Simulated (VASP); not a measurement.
Wanted: the native input for a VASP 6.6.1 run.

* Task: single point
* Functional: r2SCAN
* Potentials or basis: VASP PAW PBE potentials, release 64 (Al)
* Cutoff: 520 eV
* k mesh: 22 × 22 × 22
* Occupations: gaussian, width 0.15 eV
* Spin: no spin polarisation
* Dipole correction: no
* Further INCAR settings: ALGO = Normal; EDIFF = 1e-07; NBANDS = 8

The system is Al.

```
CELL_PARAMETERS angstrom
0.00000 1.80325 2.54980
1.80325 0.00000 2.54980
1.80325 1.80325 0.00000
ATOMIC_POSITIONS crystal
Al 0.00000 0.00000 0.00000
```

This cell differs from its parent crystal: ratio of the length along z to the lengths across it x 1.414, volume and fractional coordinates fixed.

The input as run:

POSCAR

```
Al
1.0
    0.0000000000      1.8032519626      2.5497982752
    1.8032519626      0.0000000000      2.5497982752
    1.8032519626      1.8032519626      0.0000000000
Al
1
Direct
    0.0000000000      0.0000000000      0.0000000000
```

INCAR.step1

```
SYSTEM = Al
ALGO = Normal
EDIFF = 1E-4
ENCUT = 520
GGA = PE
ISMEAR = 0
LASPH = .TRUE.
LCHARG = .FALSE.
LREAL = .FALSE.
LWAVE = .TRUE.
NBANDS = 8
NELM = 100
PREC = Accurate
SIGMA = 0.15
```

INCAR.step2

```
SYSTEM = Al
ALGO = Normal
EDIFF = 1E-7
ENCUT = 520
ISIF = 2
ISMEAR = 0
ISTART = 1
LASPH = .TRUE.
LCHARG = .FALSE.
LMIXTAU = .TRUE.
LREAL = .FALSE.
LWAVE = .FALSE.
METAGGA = R2SCAN
NBANDS = 8
NELM = 100
PREC = Accurate
SIGMA = 0.15
```

KPOINTS

```
k-points
0
G
  22 22 22
  0 0 0
```

Potentials or basis: VASP PAW PBE potentials, release 64 (Al).

Run with:

```console
$ cat potpaw_PBE.64/Al/POTCAR > POTCAR
$ cp INCAR.step1 INCAR
$ mpirun -np 1 vasp_std > vasp.out
$ cp INCAR.step2 INCAR
$ mpirun -np 1 vasp_std > vasp.out
```

It gave:

```json
{"Pressure": "6.3 GPa", "Band gap on the k mesh": "zero (an odd number of electrons rules out a gap without spin polarisation)"}
```

Caveat: the stress differs along the axes, from -15 to 17 GPa; the PAW data sets were made with another functional, which shifts forces and pressure a little.

It took 2.2 min on 1 thread of Intel(R) Xeon(R) Platinum 8559C (Emerald Rapids), with other jobs on the host, peak memory 0.21 GiB.
